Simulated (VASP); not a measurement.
# LiMo18S36 (a cell with a defect): single point with PBE

LiMo18S36 (a cell with a defect):

```
Mo S Li
1.0
     9.36699    0.00000    0.00000
    -4.68349    8.11205    0.00000
     0.00000    0.00000   12.08270
Mo S Li
18 36 1
Cartesian
  1.5495 0.9066 3.0499
  0.0142 1.7924 9.0300
  -0.0201 3.6036 3.0574
  -1.5482 4.4979 9.0302
  -1.5717 6.3131 3.0499
  -3.1000 7.2071 9.0232
  4.6734 0.9062 3.0500
  3.1348 1.7821 9.0237
  3.1117 3.6031 3.0601
  1.5682 4.4939 9.0202
  1.5447 6.3173 3.0596
  0.0023 7.2076 9.0228
  7.7958 0.9166 3.0567
  6.2572 1.7928 9.0302
  6.2448 3.6034 3.0574
  4.7024 4.4938 9.0206
  4.6788 6.3171 3.0599
  3.1353 7.2081 9.0198
  1.5684 0.8959 7.4440
  -0.0046 1.8027 4.6364
  1.5697 0.8936 10.6102
  -0.0065 1.8052 1.4701
  0.0051 3.5975 7.4492
  -1.5660 4.5091 4.6367
  0.0058 3.5974 10.6097
  -1.5655 4.5062 1.4722
  -1.5539 6.3022 7.4437
  -3.1251 7.2135 4.6307
  -1.5542 6.3047 10.6082
  -3.1259 7.2134 1.4703
  4.6921 0.8968 7.4440
  3.1165 1.8004 4.6309
  4.6891 0.8942 10.6084
  3.1172 1.8028 1.4702
  3.1302 3.5955 7.4464
  1.5524 4.5060 4.6343
  3.1293 3.5708 10.5880
  1.5312 4.4934 1.4928
  1.5647 6.3057 7.4462
  -0.0082 7.2134 4.6312
  1.5438 6.3176 10.5854
  -0.0058 7.2130 1.4702
  7.8139 0.8987 7.4490
  6.2384 1.8023 4.6363
  7.8136 0.8962 10.6098
  6.2417 1.8048 1.4720
  6.2553 3.5978 7.4491
  4.6822 4.5053 4.6339
  6.2530 3.5982 10.6100
  4.7037 4.4938 1.4946
  4.6948 6.3050 7.4460
  3.1169 7.2153 4.6340
  4.7148 6.3175 10.5880
  3.1180 7.2401 1.4918
  3.1195 5.4011 0.0003
```

```json
{"Program": "VASP 6.6.1", "Task": "single point", "Functional": "PBE", "Potentials or basis": "VASP PAW PBE potentials, release 64 (Mo_sv, S, Li_sv)", "Cutoff": "520 eV", "k mesh": "1 × 1 × 1, shifted", "Occupations": "fermi-dirac, width 0.01 eV", "Spin": "no spin polarisation", "Dipole correction": "no", "Charge": "1", "Further INCAR settings": "LREAL = Auto; ALGO = Normal; EDIFF = 1e-06; NBANDS = 268; NELECT = 470.0"}
```

- Largest force: 0.136 eV/Å

Forces on the atoms (eV/Å):
```
Mo   0.111 -0.069 -0.002
Mo  -0.114  0.065  0.004
Mo   0.110 -0.059 -0.001
Mo  -0.113  0.066 -0.005
Mo   0.114 -0.065  0.006
Mo  -0.112  0.061  0.001
Mo   0.115 -0.067  0.003
Mo  -0.106  0.069 -0.003
Mo   0.111 -0.070  0.005
Mo  -0.115  0.063 -0.004
Mo   0.114 -0.069 -0.002
Mo  -0.110  0.060 -0.013
Mo   0.104 -0.068  0.002
Mo  -0.116  0.071 -0.003
Mo   0.109 -0.060  0.013
Mo  -0.116  0.072  0.002
Mo   0.115 -0.061  0.004
Mo  -0.109  0.067 -0.003
S    0.044 -0.033  0.019
S   -0.045  0.030 -0.019
S    0.058 -0.026 -0.032
S   -0.055  0.028  0.031
S    0.049 -0.031  0.017
S   -0.053  0.032 -0.019
S    0.056 -0.023 -0.016
S   -0.058  0.029  0.011
S    0.051 -0.032  0.020
S   -0.049  0.031 -0.016
S    0.056 -0.028 -0.009
S   -0.053  0.022  0.016
S    0.050 -0.036  0.017
S   -0.046  0.035 -0.018
S    0.055 -0.030 -0.011
S   -0.054  0.028  0.019
S    0.046 -0.033  0.017
S   -0.046  0.029 -0.020
S    0.057 -0.035 -0.018
S   -0.057  0.030  0.019
S    0.051 -0.033  0.012
S   -0.051  0.033 -0.022
S    0.045 -0.025  0.002
S   -0.059  0.029  0.019
S    0.050 -0.035  0.017
S   -0.047  0.033 -0.017
S    0.050 -0.029 -0.018
S   -0.056  0.029  0.010
S    0.050 -0.034  0.021
S   -0.053  0.034 -0.012
S    0.058 -0.030 -0.018
S   -0.046  0.024 -0.003
S    0.047 -0.030  0.020
S   -0.046  0.035 -0.020
S    0.054 -0.035 -0.016
S   -0.058  0.031  0.018
Li   0.011  0.013 -0.005
```

Levels at points of the mesh, in eV from the Fermi level:
| k point | band 231 | band 232 | band 233 | band 234 | band 235 | band 236 | band 237 | band 238 | band 239 | band 240 |
| --- | --- | --- | --- | --- | --- | --- | --- | --- | --- | --- |
| (0.25, 0.25, 0.25) | -0.69 | -0.66 | -0.50 | -0.46 | -0.23 | 1.42 | 1.43 | 1.60 | 1.61 | 1.68 |

Run time: 63 min on 1 thread of Intel(R) Xeon(R) Platinum 8375C CPU @ 2.90GHz (Ice Lake), with other jobs on the host, peak memory 1.4 GiB.

Caveat: the cell carries a net charge on a neutralising background, which shifts energy and pressure; the cell is charged against a uniform background, so pressure and absolute levels hang on convention.
